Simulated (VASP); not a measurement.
# NiO (Fm-3m) in VASP: single point with PBE+U

Aim: the single point of NiO with PBE+U.

Everything below comes from runs of VASP 6.6.1. Logs are shortened: lines on timing, memory, paths and dates and some standing lists are left out, and cuts for length are marked.

### 1 The cell of the first run

Symmetry: Fm-3m, No. 225, cubic system. The conventional cell has a = 4.177 Å, b = 4.177 Å, c = 4.177 Å, α = 90.00°, β = 90.00°, γ = 90.00°. Within 2.8 Å of O (site symmetry m-3m) lie 6 Ni at 2.09 Å. Within 2.8 Å of Ni (site symmetry m-3m) lie 6 O at 2.09 Å.

### 2 Single point, PBE+U

File INCAR:

```
SYSTEM = NiO
PREC     = Accurate       ! precision mode
ENCUT    = 700            ! plane-wave cutoff, eV
EDIFF    = 1E-6           ! SCF threshold, eV
ISMEAR   = -1             ! smearing method
SIGMA    = 0.03           ! smearing width, eV
LREAL    = .False.        ! projectors in reciprocal space
LASPH    = .True.         ! aspherical terms in the spheres
NELM     = 200            ! most SCF steps
ALGO     = Normal         ! electronic algorithm
ISIF     = 2              ! what is computed and relaxed
LWAVE    = .False.        ! write WAVECAR
LCHARG   = .True.         ! write CHGCAR
LMAXMIX  = 4              ! l up to which the mixer works
LDAU     = .True.         ! DFT+U
LDAUTYPE = 2            
LDAUL    = -1 2           ! shell
LDAUU    = 0 6.6          ! U, eV
LDAUJ    = 0 0          
LDAUPRINT= 1            
GGA      = PE             ! functional
LELF     = .True.         ! ELF
LVHAR    = .True.       
NBANDS   = 32             ! bands
GGA_COMPAT= .False.
```

File KPOINTS:

```
Automatic mesh
0
Gamma
  8 8 8
  0 0 0
```

File POSCAR:

```
NiO
1.0
    4.1771000000      2.0885500000      2.0885500000
    2.0885500000      4.1771000000      2.0885500000
    2.0885500000      2.0885500000      4.1771000000
O Ni
2 2
Direct
    0.2500000000      0.2500000000      0.2500000000
    0.7500000000      0.7500000000      0.7500000000
    0.0000000000      0.0000000000      0.0000000000
    0.5000000000      0.5000000000      0.5000000000
```

Potentials or basis: VASP PAW PBE potentials, release 64 (O, Ni_sv_GW).

Run with:

```console
> cat potpaw_PBE.64/O/POTCAR potpaw_PBE.64/Ni_sv_GW/POTCAR > POTCAR
> mpirun -np 1 vasp_std > vasp.out
```

OUTCAR:

```text
SYSTEM = NiO
   PREC = Accurate
   ENCUT = 700
   EDIFF = 1E-6
   ISMEAR = -1
   LREAL = .False.
   LASPH = .True.
   NELM = 200
   ISIF = 2
   GGA = PE

 ion  position               nearest neighbor table
   1  0.250  0.250  0.250-   3 2.09   3 2.09   3 2.09   4 2.09   4 2.09   4 2.09
   2  0.750  0.750  0.750-   4 2.09   4 2.09   4 2.09   3 2.09   3 2.09   3 2.09
   3  0.000  0.000  0.000-   2 2.09   2 2.09   2 2.09   1 2.09   1 2.09   1 2.09
   4  0.500  0.500  0.500-   1 2.09   1 2.09   1 2.09   2 2.09   2 2.09   2 2.09

  LATTYP: Found a trigonal (rhomboedric) cell.
 ALAT       =     5.1158818023
 COS(alpha) =     0.8333333333

  Lattice vectors:

 A1 = (   4.1771000000,   2.0885500000,   2.0885500000)
 A2 = (   2.0885500000,   4.1771000000,   2.0885500000)
 A3 = (   2.0885500000,   2.0885500000,   4.1771000000)

Analysis of symmetry for initial positions (statically):
=====================================================================
 Subroutine PRICEL returns following result:

  LATTYP: Found a face centered cubic cell.
 ALAT       =     4.1771000000

  Lattice vectors:

 A1 = (   0.0000000000,  -2.0885500000,   2.0885500000)
 A2 = (  -2.0885500000,  -0.0000000000,   2.0885500000)
 A3 = (  -2.0885500000,  -2.0885500000,   0.0000000000)

   2 primitive cells build up your supercell.

 Routine SETGRP: Setting up the symmetry group for a
 trigonal (rhombohedral) supercell.

 Subroutine GETGRP returns: Found 12 space group operations
 (whereof 12 operations were pure point group operations)
 out of a pool of 12 trial point group operations.

The static configuration has the point symmetry D_3d.

Analysis of symmetry for dynamics (positions and initial velocities):
=====================================================================
 Subroutine PRICEL returns following result:

  LATTYP: Found a face centered cubic cell.
 ALAT       =     4.1771000000

  Lattice vectors:

 A1 = (   0.0000000000,  -2.0885500000,   2.0885500000)
 A2 = (  -2.0885500000,  -0.0000000000,   2.0885500000)
 A3 = (  -2.0885500000,  -2.0885500000,   0.0000000000)

   2 primitive cells build up your supercell.

 Routine SETGRP: Setting up the symmetry group for a
 trigonal (rhombohedral) supercell.

 Subroutine GETGRP returns: Found 12 space group operations
 (whereof 12 operations were pure point group operations)
 out of a pool of 12 trial point group operations.

The dynamic configuration has the point symmetry D_3d.

 Subroutine INISYM returns: Found 12 space group operations
 (whereof 12 operations are pure point group operations),
 and found     2 'primitive' translations

----------------------------------------------------------------------------------------

                                     Primitive cell

  volume of cell :      18.2207

  direct lattice vectors                    reciprocal lattice vectors
     0.000000000 -2.088550000  2.088550000     0.239400541 -0.239400541  0.239400541
    -2.088550000 -0.000000000  2.088550000    -0.239400541  0.239400541  0.239400541
    -2.088550000 -2.088550000  0.000000000    -0.239400541 -0.239400541 -0.239400541

  length of vectors
     2.953655736  2.953655736  2.953655736     0.414653900  0.414653900  0.414653900

  position of ions in fractional coordinates (direct lattice)
     0.500000000  0.500000000  0.500000000
     0.000000000  0.000000000  0.000000000
[... 108 lines left out ...]
   AEXX    =    0.0000 exact exchange contribution
   IVDW    =     0    specifies the selected vdW correction
   LEPSILON=     F    determine dielectric tensor
   LRPA    =     F    only Hartree local field effects (RPA)
 non-spin polarized calculation
  energy-cutoff  :      700.00
  volume of cell :       36.44
 maximum number of plane-waves:      1556
 NGX is ok and might be reduce to    48
   NGX = 23   NGY = 23   NGZ = 23

atom =   3  type =  2  l = 2

 onsite density matrix

spin component  1

  0.9258 -0.0000 -0.0001 -0.0000  0.0000
 -0.0000  0.9258  0.0000 -0.0000 -0.0000
 -0.0001  0.0000  0.5996  0.0000 -0.0000
 -0.0000 -0.0000  0.0000  0.9258  0.0000
  0.0000 -0.0000 -0.0000  0.0000  0.5996

spin component  2

  0.9258 -0.0000 -0.0001 -0.0000  0.0000
 -0.0000  0.9258  0.0000 -0.0000 -0.0000
 -0.0001  0.0000  0.5996  0.0000 -0.0000
 -0.0000 -0.0000  0.0000  0.9258  0.0000
  0.0000 -0.0000 -0.0000  0.0000  0.5996

 occupancies and eigenvectors

  o =  0.5996  v =  0.0002 -0.0001  1.0000 -0.0001 -0.0000  0.0000  0.0000  0.0000  0.0000  0.0000      0.0000  0.0000  0.0000  0.0000  0.0000  0.0000  0.0000  0.0000  0.0000  0.0000
  o =  0.5996  v =  0.0000 -0.0001 -0.0000  0.0001 -1.0000  0.0000  0.0000  0.0000  0.0000  0.0000      0.0000  0.0000  0.0000  0.0000  0.0000  0.0000  0.0000  0.0000  0.0000  0.0000
  o =  0.5996  v =  0.0000  0.0000  0.0000  0.0000  0.0000  0.0002 -0.0001  1.0000 -0.0001 -0.0000      0.0000  0.0000  0.0000  0.0000  0.0000  0.0000  0.0000  0.0000  0.0000  0.0000
  o =  0.5996  v =  0.0000  0.0000  0.0000  0.0000  0.0000  0.0000 -0.0001 -0.0000  0.0001 -1.0000      0.0000  0.0000  0.0000  0.0000  0.0000  0.0000  0.0000  0.0000  0.0000  0.0000
  o =  0.9258  v = -0.5774 -0.5774 -0.0000 -0.5774  0.0000  0.0000  0.0000  0.0000  0.0000  0.0000      0.0000  0.0000  0.0000  0.0000  0.0000  0.0000  0.0000  0.0000  0.0000  0.0000
  o =  0.9258  v =  0.0000  0.0000  0.0000  0.0000  0.0000 -0.5774 -0.5774 -0.0000 -0.5774  0.0000      0.0000  0.0000  0.0000  0.0000  0.0000  0.0000  0.0000  0.0000  0.0000  0.0000
  o =  0.9258  v =  0.8165 -0.4082 -0.0002 -0.4082  0.0000  0.0000  0.0000  0.0000  0.0000  0.0000      0.0000  0.0000  0.0000  0.0000  0.0000  0.0000  0.0000  0.0000  0.0000  0.0000
  o =  0.9258  v =  0.0000  0.0000  0.0000  0.0000  0.0000  0.8165 -0.4082 -0.0002 -0.4082  0.0000      0.0000  0.0000  0.0000  0.0000  0.0000  0.0000  0.0000  0.0000  0.0000  0.0000
  o =  0.9258  v =  0.0000  0.0000  0.0000  0.0000  0.0000  0.0000 -0.7071 -0.0000  0.7071  0.0002      0.0000  0.0000  0.0000  0.0000  0.0000  0.0000  0.0000  0.0000  0.0000  0.0000
  o =  0.9258  v =  0.0000 -0.7071 -0.0000  0.7071  0.0002  0.0000  0.0000  0.0000  0.0000  0.0000      0.0000  0.0000  0.0000  0.0000  0.0000  0.0000  0.0000  0.0000  0.0000  0.0000

atom =   4  type =  2  l = 2

 onsite density matrix

spin component  1

  0.9258 -0.0000 -0.0001 -0.0000  0.0000
 -0.0000  0.9258  0.0000 -0.0000 -0.0000
 -0.0001  0.0000  0.5996  0.0000  0.0000
 -0.0000 -0.0000  0.0000  0.9258  0.0000
  0.0000 -0.0000  0.0000  0.0000  0.5996

spin component  2

  0.9258 -0.0000 -0.0001 -0.0000  0.0000
 -0.0000  0.9258  0.0000 -0.0000 -0.0000
 -0.0001  0.0000  0.5996  0.0000  0.0000
 -0.0000 -0.0000  0.0000  0.9258  0.0000
  0.0000 -0.0000  0.0000  0.0000  0.5996

 occupancies and eigenvectors

  o =  0.5996  v = -0.0000  0.0002 -0.0762 -0.0001  0.9971  0.0000  0.0000  0.0000  0.0000  0.0000      0.0000  0.0000  0.0000  0.0000  0.0000  0.0000  0.0000  0.0000  0.0000  0.0000
  o =  0.5996  v =  0.0000  0.0000  0.0000  0.0000  0.0000 -0.0000  0.0002 -0.0762 -0.0001  0.9971      0.0000  0.0000  0.0000  0.0000  0.0000  0.0000  0.0000  0.0000  0.0000  0.0000
  o =  0.5996  v =  0.0000  0.0000  0.0000  0.0000  0.0000 -0.0002  0.0001 -0.9971  0.0001 -0.0762      0.0000  0.0000  0.0000  0.0000  0.0000  0.0000  0.0000  0.0000  0.0000  0.0000
  o =  0.5996  v = -0.0002  0.0001 -0.9971  0.0001 -0.0762  0.0000  0.0000  0.0000  0.0000  0.0000      0.0000  0.0000  0.0000  0.0000  0.0000  0.0000  0.0000  0.0000  0.0000  0.0000
  o =  0.9258  v =  0.5774  0.5774 -0.0000  0.5774  0.0000  0.0000  0.0000  0.0000  0.0000  0.0000      0.0000  0.0000  0.0000  0.0000  0.0000  0.0000  0.0000  0.0000  0.0000  0.0000
  o =  0.9258  v =  0.0000  0.0000  0.0000  0.0000  0.0000  0.5774  0.5774 -0.0000  0.5774  0.0000      0.0000  0.0000  0.0000  0.0000  0.0000  0.0000  0.0000  0.0000  0.0000  0.0000
  o =  0.9258  v = -0.7444  0.0818  0.0002  0.6627  0.0001  0.0000  0.0000  0.0000  0.0000  0.0000      0.0000  0.0000  0.0000  0.0000  0.0000  0.0000  0.0000  0.0000  0.0000  0.0000
  o =  0.9258  v =  0.0000  0.0000  0.0000  0.0000  0.0000 -0.7444  0.0818  0.0002  0.6627  0.0001      0.0000  0.0000  0.0000  0.0000  0.0000  0.0000  0.0000  0.0000  0.0000  0.0000
  o =  0.9258  v =  0.0000  0.0000  0.0000  0.0000  0.0000 -0.3354  0.8124  0.0001 -0.4770 -0.0002      0.0000  0.0000  0.0000  0.0000  0.0000  0.0000  0.0000  0.0000  0.0000  0.0000
  o =  0.9258  v = -0.3354  0.8124  0.0001 -0.4770 -0.0002  0.0000  0.0000  0.0000  0.0000  0.0000      0.0000  0.0000  0.0000  0.0000  0.0000  0.0000  0.0000  0.0000  0.0000  0.0000

 number of electron      48.0000012 magnetization

 Free energy of the ion-electron system (eV)
  ---------------------------------------------------
  ext. energy  EPLUGINS =         0.00000000
  ---------------------------------------------------
  free energy    TOTEN  =       -15.30169389 eV

  energy without entropy =      -15.28700780  energy(sigma->0) =      -15.29435084

 E-fermi :   6.9594     XC(G=0): -12.9803

 val. band max:        6.9525080169   @ k =  -0.3750   0.2500   0.2500
 cond. band min:       6.9699525139   @ k =  -0.3750   0.5000   0.2500
 fundamental gap:      0.0174444970
 Fermi energy:         6.9593708478

 k-point     1 :       0.0000    0.0000    0.0000
  band No.  band energies     occupation
      1     -95.3581      2.00000
      2     -95.3558      2.00000
      3     -55.8281      2.00000
      4     -55.7994      2.00000
      5     -55.7994      2.00000
      6     -55.7943      2.00000
[... 829 lines left out ...]
     31      20.2770      0.00000
     32      21.3544      0.00000

 [... further k-points ...]

------------------------ aborting loop because EDIFF is reached ----------------------------------------

  FORCE on cell =-STRESS in cart. coord.  units (eV):
  Direction    XX          YY          ZZ          XY          YZ          ZX
  --------------------------------------------------------------------------------------
  -------------------------------------------------------------------------------------
  Total       -0.9274356     -0.9274356     -0.9274356     -0.0036413     -0.0036413     -0.0036413
  in kB      -40.7755390    -40.7755390    -40.7755390     -0.1600925     -0.1600925     -0.1600925
  external PRESSURE =     -40.7755390 kB  Pullay stress =       0.0000000 kB

 VOLUME and BASIS-vectors are now :
 -----------------------------------------------------------------------------
  energy-cutoff  :      700.00
  volume of cell :       36.44
      direct lattice vectors                 reciprocal lattice vectors
     4.177100000  2.088550000  2.088550000     0.359100812 -0.119700271 -0.119700271
     2.088550000  4.177100000  2.088550000    -0.119700271  0.359100812 -0.119700271
     2.088550000  2.088550000  4.177100000    -0.119700271 -0.119700271  0.359100812

 POSITION                                       TOTAL-FORCE (eV/Angst)
 -----------------------------------------------------------------------------------
      2.08855      2.08855      2.08855        -0.000000      0.000000     -0.000000
      6.26565      6.26565      6.26565        -0.000000     -0.000000      0.000000
      0.00000      0.00000      0.00000         0.000000     -0.000000      0.000000
      4.17710      4.17710      4.17710         0.000000     -0.000000     -0.000000
 -----------------------------------------------------------------------------------
    total drift:                                0.000000     -0.000000     -0.000000

  FREE ENERGIE OF THE ION-ELECTRON SYSTEM (eV)
  ---------------------------------------------------
  free  energy   TOTEN  =       -15.3016938879 eV

  energy  without entropy=      -15.2870077969  energy(sigma->0) =      -15.29435084
```

It took 6.4 min on 1 thread of Intel Xeon Platinum 8259CL at 2.50GHz (Skylake/Cascade Lake), shared host; peak memory 0.4 GiB.

What came out:

* Free energy: -15.3017 eV
* Pressure: -4.1 GPa
* Band gap on the k mesh: zero (bands 24 and 25 overlap by 0.46 eV)

Eigenvalues of the final occupation matrices:
```tsv
site	spin	trace	eigenvalues
site 3 d	1	3.98	0.60 0.60 0.93 0.93 0.93
site 3 d	2	3.98	0.60 0.60 0.93 0.93 0.93
site 4 d	1	3.98	0.60 0.60 0.93 0.93 0.93
site 4 d	2	3.98	0.60 0.60 0.93 0.93 0.93
```

Caveat: the cell stands under tension; the run has no spin polarisation, though such a crystal can be magnetic; U without spin polarisation on a metal has little footing.
